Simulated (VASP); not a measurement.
# ErSc2Sb3 (C2/m) in VASP: single point with PBE

Aim: the single point of ErSc2Sb3 with PBE.

All numbers are computed with VASP 6.6.1; they aren't measurements. Logs are shortened: lines on timing, memory, paths and dates and some standing lists are left out, and cuts for length are marked.

## (1) The cell of the first run

The structure is monoclinic, space group C2/m (No. 12). Conventional cell: a = 8.017 Å, b = 7.498 Å, c = 6.058 Å, α = 90.00°, β = 112.82°, γ = 90.00°. Er (site symmetry 2/m) has 8 Sb at 3.03 to 4.09 Å and 4 Sc at 3.46 Å within 4.1 Å. Sc (site symmetry -1) has 6 Sb at 2.74 to 3.21 Å and 2 Er at 3.46 Å within 3.6 Å. Sb (site symmetry 2/m) has 4 Sc at 2.74 Å and 2 Er at 3.03 Å within 3.6 Å. Within 4.5 Å of Sb (site symmetry m) lie 6 Sc at 3.13 to 4.42 Å and 3 Er at 3.14 to 4.09 Å and 7 Sb at 3.18 to 4.37 Å.

The cell was built from a structure type or drawn by symmetry, and may not be a known phase.

## (2) Single point, PBE

File INCAR:

```
SYSTEM = ErSc2Sb3
PREC = Accurate
ENCUT = 500
EDIFF = 1E-6
ISMEAR = 0
SIGMA = 0.2
LREAL = .False.
LASPH = .True.
NELM = 200
ALGO = Normal
ISIF = 2
LWAVE = .False.
LCHARG = .False.
GGA = PE
NBANDS = 32
GGA_COMPAT = .False.
LMAXMIX = 6
```

File KPOINTS:

```
Automatic mesh
0
Gamma
  4 4 3
  0 0 0
```

File POSCAR:

```
ErSc2Sb3
1.0
    4.0055502562     -3.7489771786     -0.1573670613
    4.0055502562      3.7489771786     -0.1573670613
   -2.1285667102      0.0000000000      5.6714982491
Er Sc Sb
1 2 3
Direct
    0.5000000000      0.5000000000      0.0000000000
    0.0000000000      0.5000000000      0.5000000000
    0.5000000000      0.0000000000      0.5000000000
    0.5000000000      0.5000000000      0.5000000000
   -0.0755502820     -0.0755502820      0.2155512630
    1.0755502820      1.0755502820      0.7844487370
```

Potentials or basis: VASP PAW PBE potentials, release 64 (Er_3, Sc_sv, Sb), 4f in core.

Launch:

```sh
$ cat potpaw_PBE.64/Er_3/POTCAR potpaw_PBE.64/Sc_sv/POTCAR potpaw_PBE.64/Sb/POTCAR > POTCAR
$ mpirun -np 1 vasp_std > vasp.out
```

OUTCAR:

```text
SYSTEM = ErSc2Sb3
   PREC = Accurate
   ENCUT = 500
   EDIFF = 1E-6
   ISMEAR = 0
   LREAL = .False.
   LASPH = .True.
   NELM = 200
   ISIF = 2
   GGA = PE

 ion  position               nearest neighbor table
   1  0.500  0.500  0.000-   4 3.03   4 3.03   6 3.14   5 3.14   2 3.46   3 3.46   3 3.46   2 3.46

   2  0.000  0.500  0.500-   4 2.74   4 2.74   5 3.13   6 3.13   5 3.21   6 3.21   1 3.46   1 3.46

   3  0.500  0.000  0.500-   4 2.74   4 2.74   6 3.13   5 3.13   5 3.21   6 3.21   1 3.46   1 3.46

   4  0.500  0.500  0.500-   2 2.74   3 2.74   3 2.74   2 2.74   1 3.03   1 3.03
   5  0.924  0.924  0.216-   3 3.13   2 3.13   1 3.14   6 3.18   2 3.21   3 3.21   6 3.28
   6  0.076  0.076  0.784-   2 3.13   3 3.13   1 3.14   5 3.18   3 3.21   2 3.21   5 3.28

  LATTYP: Found a base centered monoclinic cell.
 ALAT       =     8.0172806479
 B/A-ratio  =     0.9352241348
 C/A-ratio  =     0.7555902617
 COS(beta)  =    -0.3878602455

  Lattice vectors:

 A1 = (   4.0055502562,  -3.7489771786,  -0.1573670613)
 A2 = (   4.0055502562,   3.7489771786,  -0.1573670613)
 A3 = (  -2.1285667102,   0.0000000000,   5.6714982491)

Analysis of symmetry for initial positions (statically):
=====================================================================
 Subroutine PRICEL returns:
 Original cell was already a primitive cell.

 Routine SETGRP: Setting up the symmetry group for a
 base centered monoclinic supercell.

 Subroutine GETGRP returns: Found  4 space group operations
 (whereof  4 operations were pure point group operations)
 out of a pool of  4 trial point group operations.

The static configuration has the point symmetry C_2h.

Analysis of symmetry for dynamics (positions and initial velocities):
=====================================================================
 Subroutine PRICEL returns:
 Original cell was already a primitive cell.

 Routine SETGRP: Setting up the symmetry group for a
 base centered monoclinic supercell.

 Subroutine GETGRP returns: Found  4 space group operations
 (whereof  4 operations were pure point group operations)
 out of a pool of  4 trial point group operations.

The dynamic configuration has the point symmetry C_2h.

 Subroutine INISYM returns: Found  4 space group operations
 (whereof  4 operations are pure point group operations),
 and found     1 'primitive' translations

----------------------------------------------------------------------------------------
[... 95 lines left out ...]
   EDIFFG = 0.1E-04   stopping-criterion for IOM
   NSW    =      0    number of steps for IOM
   IBRION =     -1    ionic relax: 0-MD 1-quasi-New 2-CG
   NFREE  =      0    steps in history (QN), initial steepest desc. (CG)
   ISIF   =      2    stress and relaxation
   ISYM   =      2    0-nonsym 1-usesym 2-fastsym
   POTIM  = 0.5000    time-step for ionic-motion
   TEBEG  =    0.0;   TEEND  =   0.0 temperature during run
   PSTRESS=    0.0 pullay stress
   NELECT =      46.0000    total number of electrons
   NUPDOWN=      -1.0000    fix difference up-down
   EMIN   =  10.00;   EMAX   =-10.00  energy-range for DOS
   EFERMI =   0.00;   METHOD = LEGACY
   ISMEAR =     0;   SIGMA  =   0.20  broadening in eV -4-tet -1-fermi 0-gaus
   EFERMI_NEDOS =   21; number of points for ismear=-14 and -15
   IALGO  =     38    algorithm
   IMIX   =      4    mixing-type and parameters
     AMIX     =   0.40;   BMIX     =  1.00
     AMIX_MAG =   1.60;   BMIX_MAG =  1.00
  volume/ion in A,a.u.               =      27.97       188.75
  Fermi-wavevector in a.u.,A,eV,Ry     =   1.063433  2.009598 15.386700  1.130891
  Thomas-Fermi vector in A             =   2.198918
   LORBIT       =      0    0 simple, 1 ext, 2 COOP (PROOUT), +10 PAW based schemes
   GGA     = PE    functional components
   LHFCALC =     F    Hartree Fock is set to
   AEXX    =    0.0000 exact exchange contribution
   IVDW    =     0    specifies the selected vdW correction
   LEPSILON=     F    determine dielectric tensor
   LRPA    =     F    only Hartree local field effects (RPA)
 non-spin polarized calculation
 Gauss-broadening in eV      SIGMA  =   0.20
  energy-cutoff  :      500.00
  volume of cell :      167.82
 maximum number of plane-waves:      4273
   NGX = 19   NGY = 19   NGZ = 23

 number of electron      46.0000001 magnetization

 Free energy of the ion-electron system (eV)
  ---------------------------------------------------
  ext. energy  EPLUGINS =         0.00000000
  ---------------------------------------------------
  free energy    TOTEN  =       -32.64998898 eV

  energy without entropy =      -32.56069731  energy(sigma->0) =      -32.60534314

 E-fermi :   5.6637     XC(G=0):  -9.6836

 val. band max:        5.6246483818   @ k =   0.5000   0.2500   0.3333
 cond. band min:       5.7034061684   @ k =  -0.2500   0.5000   0.3333
 fundamental gap:      0.0787577866
 Fermi energy:         5.6637030603

 k-point     1 :       0.0000    0.0000    0.0000
  band No.  band energies     occupation
      1     -44.3318      2.00000
      2     -44.3261      2.00000
      3     -23.0570      2.00000
      4     -23.0438      2.00000
      5     -22.9884      2.00000
      6     -22.9705      2.00000
[... 584 lines left out ...]
     31       7.9714      0.00000
     32       8.1717      0.00000

------------------------ aborting loop because EDIFF is reached ----------------------------------------

  FORCE on cell =-STRESS in cart. coord.  units (eV):
  Direction    XX          YY          ZZ          XY          YZ          ZX
  --------------------------------------------------------------------------------------
  -------------------------------------------------------------------------------------
  Total        0.7970398      0.0446325      0.1752230      0.0000000      0.0000000     -0.2955398
  in kB        7.6092019      0.4260991      1.6728241      0.0000000      0.0000000     -2.8214680
  external PRESSURE =       3.2360417 kB  Pullay stress =       0.0000000 kB

 VOLUME and BASIS-vectors are now :
 -----------------------------------------------------------------------------
  energy-cutoff  :      500.00
  volume of cell :      167.82
      direct lattice vectors                 reciprocal lattice vectors
     4.005550256 -3.748977179 -0.157367061     0.126694895 -0.133369710  0.047549787
     4.005550256  3.748977179 -0.157367061     0.126694895  0.133369710  0.047549787
    -2.128566710  0.000000000  5.671498249     0.007030806  0.000000000  0.178958980

 POSITION                                       TOTAL-FORCE (eV/Angst)
 -----------------------------------------------------------------------------------
      4.00555      0.00000     -0.15737        -0.000000     -0.000000      0.000000
      0.93849      1.87449      2.75707        -0.000000      0.000000      0.000000
      0.93849     -1.87449      2.75707        -0.000000      0.000000      0.000000
      2.94127      0.00000      2.67838        -0.000000     -0.000000      0.000000
      6.94704      0.00000      0.93154         0.034100     -0.000000     -0.016967
     -1.06451      0.00000      4.42522        -0.034100     -0.000000      0.016967
 -----------------------------------------------------------------------------------
    total drift:                                0.000000      0.000000     -0.000000

  FREE ENERGIE OF THE ION-ELECTRON SYSTEM (eV)
  ---------------------------------------------------
  free  energy   TOTEN  =       -32.6499889804 eV

  energy  without entropy=      -32.5606973051  energy(sigma->0) =      -32.60534314
```

Wall time 68 s (1 thread of Intel Xeon 6975P-C (Granite Rapids), shared host); peak memory 0.3 GiB.

Results:

| Property | Result |
| --- | --- |
| Free energy | -32.6500 eV |
| Pressure | 0.3 GPa |
| Largest force | 0.038 eV/Å |
| Band gap on the k mesh | zero (bands 23 and 24 overlap by 0.62 eV) |

Forces in eV/Å, atoms in the order of the input:
```
Er   0.000  0.000  0.000
Sc   0.000  0.000  0.000
Sc   0.000  0.000  0.000
Sb   0.000  0.000  0.000
Sb   0.034  0.000 -0.017
Sb  -0.034  0.000  0.017
```

Stress tensor (GPa, compression positive):
```
 0.76  0.00 -0.28
 0.00  0.04  0.00
-0.28  0.00  0.17
```

Levels at points of the mesh, in eV from the Fermi level:
| k point | band 19 | band 20 | band 21 | band 22 | band 23 | band 24 | band 25 | band 26 | band 27 | band 28 |
| --- | --- | --- | --- | --- | --- | --- | --- | --- | --- | --- |
| (0.00, 0.00, 0.00) | -2.31 | -2.08 | -0.71 | -0.65 | -0.34 | -0.32 | -0.18 | 0.81 | 1.06 | 1.43 |
| (0.50, 0.00, 0.00) | -2.56 | -2.28 | -1.80 | -0.78 | -0.15 | -0.10 | 0.30 | 0.75 | 0.90 | 1.56 |
| (0.50, 0.50, 0.00) | -2.41 | -1.88 | -1.87 | -1.21 | 0.18 | 0.40 | 1.16 | 1.24 | 1.32 | 1.53 |

Caveat: the k points lie up to 0.38 Å⁻¹ apart, too coarse for converged energies and pressures of a metal; spin-orbit coupling is left out, which moves the levels of the heavy elements; the 4f electrons are frozen in the core, so they carry no moment and show no levels. Spin polarisation is off, so any magnetic state and its effect on volume and gap are missing.
